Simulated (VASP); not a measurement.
# CdTe (F-43m) in VASP: single point with PBE

Aim: the single point of CdTe with PBE.

Everything below comes from runs of VASP 6.6.1. Logs are shortened: lines on timing, memory, paths and dates and some standing lists are left out, and cuts for length are marked.

### Step 1. The cell of the first run

It takes space group F-43m (No. 216, cubic). Conventional cell: a = 6.620 Å, b = 6.620 Å, c = 6.620 Å, α = 90.00°, β = 90.00°, γ = 90.00°. Cd (site symmetry -43m) has 4 Te at 2.87 Å within 3.8 Å. Within 3.8 Å of Te (site symmetry -43m) lie 4 Cd at 2.87 Å.

### Step 2. Single point, PBE

File INCAR:

```
ALGO = Normal
EDIFF = 1E-6
ENCUT = 520
GGA = PE
ISIF = 2
ISMEAR = 0
LASPH = True
LCHARG = False
LREAL = False
LWAVE = False
NBANDS = 16
NELM = 100
PREC = Accurate
SIGMA = 0.02
```

File KPOINTS:

```
k-points
0
Gamma
  8 8 8
```

File POSCAR:

```
CdTe
1.0
    0.0000000000      3.3100202420      3.3100202420
    3.3100202420      0.0000000000      3.3100202420
    3.3100202420      3.3100202420      0.0000000000
Cd Te
1 1
Direct
    0.0000000000      0.0000000000      0.0000000000
    0.2500000000      0.2500000000      0.2500000000
```

Potentials or basis: VASP PAW PBE potentials, release 64 (Cd, Te).

Launch:

```
> cat potpaw_PBE.64/Cd/POTCAR potpaw_PBE.64/Te/POTCAR > POTCAR
> mpirun -np 1 vasp_std > vasp.out
```

OUTCAR:

```text
EDIFF = 1E-6
   ENCUT = 520
   GGA = PE
   ISIF = 2
   ISMEAR = 0
   LASPH = True
   LREAL = False
   NELM = 100
   PREC = Accurate

 ion  position               nearest neighbor table
   1  0.000  0.000  0.000-   2 2.87   2 2.87   2 2.87   2 2.87
   2  0.250  0.250  0.250-   1 2.87   1 2.87   1 2.87   1 2.87

  LATTYP: Found a face centered cubic cell.
 ALAT       =     6.6200404840

  Lattice vectors:

 A1 = (   0.0000000000,   3.3100202420,   3.3100202420)
 A2 = (   3.3100202420,   0.0000000000,   3.3100202420)
 A3 = (   3.3100202420,   3.3100202420,   0.0000000000)

Analysis of symmetry for initial positions (statically):
=====================================================================
 Subroutine PRICEL returns:
 Original cell was already a primitive cell.

 Routine SETGRP: Setting up the symmetry group for a
 face centered cubic supercell.

 Subroutine GETGRP returns: Found 24 space group operations
 (whereof 24 operations were pure point group operations)
 out of a pool of 48 trial point group operations.

The static configuration has the point symmetry T_d .

Analysis of symmetry for dynamics (positions and initial velocities):
=====================================================================
 Subroutine PRICEL returns:
 Original cell was already a primitive cell.

 Routine SETGRP: Setting up the symmetry group for a
 face centered cubic supercell.

 Subroutine GETGRP returns: Found 24 space group operations
 (whereof 24 operations were pure point group operations)
 out of a pool of 48 trial point group operations.

The dynamic configuration has the point symmetry T_d .

 Subroutine INISYM returns: Found 24 space group operations
 (whereof 24 operations are pure point group operations),
 and found     1 'primitive' translations

----------------------------------------------------------------------------------------

                                     Primitive cell

  volume of cell :      72.5307

  direct lattice vectors                    reciprocal lattice vectors
     0.000000000  3.310020242  3.310020242    -0.151056478  0.151056478  0.151056478
     3.310020242  0.000000000  3.310020242     0.151056478 -0.151056478  0.151056478
     3.310020242  3.310020242  0.000000000     0.151056478  0.151056478 -0.151056478

  length of vectors
     4.681075518  4.681075518  4.681075518     0.261637495  0.261637495  0.261637495

  position of ions in fractional coordinates (direct lattice)
     0.000000000  0.000000000  0.000000000
     0.250000000  0.250000000  0.250000000

  ion indices of the primitive-cell ions
   primitive index   ion index
                 1           1
                 2           2

----------------------------------------------------------------------------------------

 KPOINTS: k-points

Automatic generation of k-mesh.
 Grid dimensions read from file:
 generate k-points for:    8    8    8

 Generating k-lattice:

  Cartesian coordinates                     Fractional coordinates (reciprocal lattice)
    -0.018882060  0.018882060  0.018882060     0.125000000  0.000000000  0.000000000
     0.018882060 -0.018882060  0.018882060     0.000000000  0.125000000  0.000000000
     0.018882060  0.018882060 -0.018882060     0.000000000  0.000000000  0.125000000

  Length of vectors
     0.032704687  0.032704687  0.032704687

  Shift w.r.t. Gamma in fractional coordinates (k-lattice)
     0.000000000  0.000000000  0.000000000

 Subroutine IBZKPT returns following result:
 ===========================================

 Found     29 irreducible k-points:

 Following reciprocal coordinates:
            Coordinates               Weight
  0.000000  0.000000  0.000000      1.000000
  0.125000  0.000000  0.000000      8.000000
  0.250000  0.000000  0.000000      8.000000
  0.375000  0.000000  0.000000      8.000000
  0.500000  0.000000  0.000000      4.000000
  0.125000  0.125000  0.000000      6.000000
[... 16 lines left out ...]
  0.500000  0.250000  0.125000     48.000000
 -0.375000  0.250000  0.125000     24.000000
 [... further k-points ...]
   k-points           NKPTS =     29   k-points in BZ     NKDIM =     29   number of bands    NBANDS=     16
   number of dos      NEDOS =    301   number of ions     NIONS =      2
   total plane-waves  NPLWV =  46656
   dimension x,y,z NGX =    36 NGY =   36 NGZ =   36
   dimension x,y,z NGXF=    72 NGYF=   72 NGZF=   72
   ions per type =               1   1
   NGX,Y,Z   is equivalent  to a cutoff of  12.79, 12.79, 12.79 a.u.
   NGXF,Y,Z  is equivalent  to a cutoff of  25.57, 25.57, 25.57 a.u.
 SYSTEM =  unknown system
   PREC   = accura    normal or accurate (medium, high low for compatibility)
   ISTART =      0    job   : 0-new  1-cont  2-samecut
   ICHARG =      2    charge: 1-file 2-atom 10-const
   ISPIN  =      1    spin polarized calculation?
   LNONCOLLINEAR =      F non collinear calculations
   LSORBIT =      F    spin-orbit coupling
   LASPH  =      T    aspherical Exc in radial PAW
   ENCUT  =  520.0 eV  38.22 Ry    6.18 a.u.   8.70  8.70  8.70*2*pi/ulx,y,z
   NELM   =    100;   NELMIN=  2; NELMDL= -5     # of ELM steps
   EDIFF  = 0.1E-05   stopping-criterion for ELM
   LREAL  =      F    real-space projection
   EDIFFG = 0.1E-04   stopping-criterion for IOM
   NSW    =      0    number of steps for IOM
   IBRION =     -1    ionic relax: 0-MD 1-quasi-New 2-CG
   NFREE  =      0    steps in history (QN), initial steepest desc. (CG)
   ISIF   =      2    stress and relaxation
   ISYM   =      2    0-nonsym 1-usesym 2-fastsym
   POTIM  = 0.5000    time-step for ionic-motion
   TEBEG  =    0.0;   TEEND  =   0.0 temperature during run
   PSTRESS=    0.0 pullay stress
   NELECT =      18.0000    total number of electrons
   NUPDOWN=      -1.0000    fix difference up-down
   EMIN   =  10.00;   EMAX   =-10.00  energy-range for DOS
   EFERMI =   0.00;   METHOD = LEGACY
   ISMEAR =     0;   SIGMA  =   0.02  broadening in eV -4-tet -1-fermi 0-gaus
   EFERMI_NEDOS =   21; number of points for ismear=-14 and -15
   IALGO  =     38    algorithm
   IMIX   =      4    mixing-type and parameters
     AMIX     =   0.40;   BMIX     =  1.00
     AMIX_MAG =   1.60;   BMIX_MAG =  1.00
  volume/ion in A,a.u.               =      36.27       244.73
  Fermi-wavevector in a.u.,A,eV,Ry     =   1.028786  1.944124 14.400413  1.058400
  Thomas-Fermi vector in A             =   2.162800
   LORBIT       =      0    0 simple, 1 ext, 2 COOP (PROOUT), +10 PAW based schemes
   GGA     = PE    functional components
   LHFCALC =     F    Hartree Fock is set to
   AEXX    =    0.0000 exact exchange contribution
   IVDW    =     0    specifies the selected vdW correction
   LEPSILON=     F    determine dielectric tensor
   LRPA    =     F    only Hartree local field effects (RPA)
 non-spin polarized calculation
 Gauss-broadening in eV      SIGMA  =   0.02
  energy-cutoff  :      520.00
  volume of cell :       72.53
 maximum number of plane-waves:      1964
   NGX = 17   NGY = 17   NGZ = 17

 number of electron      18.0000006 magnetization

 Free energy of the ion-electron system (eV)
  ---------------------------------------------------
  ext. energy  EPLUGINS =         0.00000000
  ---------------------------------------------------
  free energy    TOTEN  =        -4.81208080 eV

  energy without entropy =       -4.81208080  energy(sigma->0) =       -4.81208080

 E-fermi :   1.8937     XC(G=0):  -8.3055

 val. band max:        1.7900553148   @ k =   0.0000   0.0000   0.0000
 cond. band min:       2.3704685738   @ k =   0.0000   0.0000   0.0000
 fundamental gap:      0.5804132590
 Fermi energy:         1.8936895216

 k-point     1 :       0.0000    0.0000    0.0000
  band No.  band energies     occupation
      1      -9.0397      2.00000
      2      -6.2968      2.00000
      3      -6.2968      2.00000
      4      -6.2968      2.00000
      5      -6.0806      2.00000
      6      -6.0806      2.00000
[... 8 lines left out ...]
     15      11.0353      0.00000
     16      11.0353      0.00000

 k-point     2 :       0.1250    0.0000    0.0000
  band No.  band energies     occupation
      1      -8.9896      2.00000
      2      -6.2877      2.00000
      3      -6.2877      2.00000
      4      -6.2544      2.00000
      5      -6.0813      2.00000
      6      -6.0813      2.00000
[... 8 lines left out ...]
     15      10.3943      0.00000
     16      10.3943      0.00000

 k-point     3 :       0.2500    0.0000    0.0000
  band No.  band energies     occupation
      1      -8.8686      2.00000
      2      -6.2673      2.00000
      3      -6.2673      2.00000
      4      -6.1172      2.00000
      5      -6.0807      2.00000
      6      -6.0807      2.00000
[... 8 lines left out ...]
     15      10.1944      0.00000
     16      10.1944      0.00000

 k-point     4 :       0.3750    0.0000    0.0000
  band No.  band energies     occupation
      1      -8.7491      2.00000
      2      -6.2502      2.00000
      3      -6.2502      2.00000
      4      -6.0763      2.00000
      5      -6.0763      2.00000
      6      -5.9038      2.00000
[... 8 lines left out ...]
     15      10.9379      0.00000
     16      10.9379      0.00000

 k-point     5 :       0.5000    0.0000    0.0000
  band No.  band energies     occupation
      1      -8.7006      2.00000
      2      -6.2443      2.00000
      3      -6.2443      2.00000
      4      -6.0731      2.00000
      5      -6.0731      2.00000
      6      -5.7775      2.00000
[... 8 lines left out ...]
     15      11.9421      0.00000
     16      11.9421      0.00000

 k-point     6 :       0.1250    0.1250    0.0000
  band No.  band energies     occupation
      1      -8.9730      2.00000
      2      -6.2788      2.00000
      3      -6.2788      2.00000
      4      -6.2525      2.00000
      5      -6.0856      2.00000
      6      -6.0769      2.00000
[... 8 lines left out ...]
     15      10.2250      0.00000
     16      11.1702      0.00000
[... 267 lines left out ...]
 k-point    21 :       0.5000    0.5000    0.0000
  band No.  band energies     occupation
      1      -8.5973      2.00000
      2      -6.1629      2.00000
      3      -6.1629      2.00000
      4      -6.1603      2.00000
      5      -6.0550      2.00000
      6      -5.6588      2.00000
[... 8 lines left out ...]
     15      12.4881      0.00000
     16      13.1392      0.00000

 k-point    22 :       0.3750    0.2500    0.1250
  band No.  band energies     occupation
      1      -8.7803      2.00000
      2      -6.2439      2.00000
      3      -6.2341      2.00000
      4      -6.1149      2.00000
      5      -6.0721      2.00000
      6      -5.9944      2.00000
[... 8 lines left out ...]
     15      11.4451      0.00000
     16      12.0382      0.00000

 k-point    23 :       0.5000    0.2500    0.1250
  band No.  band energies     occupation
      1      -8.6870      2.00000
      2      -6.2276      2.00000
      3      -6.2192      2.00000
      4      -6.1015      2.00000
      5      -6.0721      2.00000
      6      -5.8052      2.00000
[... 8 lines left out ...]
     15      11.6022      0.00000
     16      12.3546      0.00000

 k-point    24 :      -0.3750    0.2500    0.1250
  band No.  band energies     occupation
      1      -8.6493      2.00000
      2      -6.2231      2.00000
      3      -6.2133      2.00000
      4      -6.0925      2.00000
      5      -6.0755      2.00000
      6      -5.6970      2.00000
[... 8 lines left out ...]
     15      11.7978      0.00000
     16      12.2295      0.00000

 [... further k-points ...]
[... 5 lines left out ...]
  --------------------------------------------------------------------------------------
  -------------------------------------------------------------------------------------
  Total        0.0387537      0.0387537      0.0387537      0.0000000      0.0000000      0.0000000
  in kB        0.8560553      0.8560553      0.8560553      0.0000000      0.0000000      0.0000000
  external PRESSURE =       0.8560553 kB  Pullay stress =       0.0000000 kB

 VOLUME and BASIS-vectors are now :
 -----------------------------------------------------------------------------
  energy-cutoff  :      520.00
  volume of cell :       72.53
      direct lattice vectors                 reciprocal lattice vectors
     0.000000000  3.310020242  3.310020242    -0.151056478  0.151056478  0.151056478
     3.310020242  0.000000000  3.310020242     0.151056478 -0.151056478  0.151056478
     3.310020242  3.310020242  0.000000000     0.151056478  0.151056478 -0.151056478

 POSITION                                       TOTAL-FORCE (eV/Angst)
 -----------------------------------------------------------------------------------
      0.00000      0.00000      0.00000         0.000000      0.000000      0.000000
      1.65501      1.65501      1.65501        -0.000000     -0.000000     -0.000000
 -----------------------------------------------------------------------------------
    total drift:                               -0.000000     -0.000000     -0.000001

  FREE ENERGIE OF THE ION-ELECTRON SYSTEM (eV)
  ---------------------------------------------------
  free  energy   TOTEN  =        -4.8120807998 eV

  energy  without entropy=       -4.8120807998  energy(sigma->0) =       -4.81208080
```

Wall time 23 s (1 thread of Intel Xeon Platinum 8259CL at 2.50GHz (Skylake/Cascade Lake), shared host); peak memory 0.21 GiB.

What came out:

```yaml
Free_energy: -4.8121 eV
Pressure: 0.1 GPa
Band_gap_on_the_k_mesh: 0.58 eV, direct
```

Caveat: spin-orbit coupling is left out, which moves the levels of the heavy elements.
